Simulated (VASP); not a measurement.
RbCl (rocksalt type), 2 atoms in the cell. It takes space group Fm-3m (No. 225, cubic). Conventional cell: a = 5.316 Å, b = 5.316 Å, c = 5.316 Å, α = 90.00°, β = 90.00°, γ = 90.00°. Rb (site symmetry m-3m) has 6 Cl at 2.66 Å within 3.5 Å. Within 3.5 Å of Cl (site symmetry m-3m) lie 6 Rb at 2.66 Å. 

* Program: VASP 6.6.1
* Task: single point
* Functional: PBE
* Potentials or basis: VASP PAW PBE potentials, release 64 (Rb_sv, Cl)
* Cutoff: 500 eV
* k mesh: 13 × 13 × 13
* Occupations: fermi-dirac, width 0.1 eV
* Spin: no spin polarisation
* Dipole correction: no
* Further INCAR settings: ALGO = Normal; EDIFF = 1e-06; NBANDS = 15

Potentials or basis: VASP PAW PBE potentials, release 64 (Rb_sv, Cl).

Run with:

```console
$ cat potpaw_PBE.64/Rb_sv/POTCAR potpaw_PBE.64/Cl/POTCAR > POTCAR
$ mpirun -np 1 vasp_std > vasp.out
```

Hardware: 1 thread of Intel(R) Xeon(R) Platinum 8488C (Sapphire Rapids) (shared host).

How long does it take, and how much memory?

Wall time 25 s on 1 thread of Intel(R) Xeon(R) Platinum 8488C (Sapphire Rapids) (shared host), peak memory 0.18 GiB. Counts: scf iterations 12, k points 84.
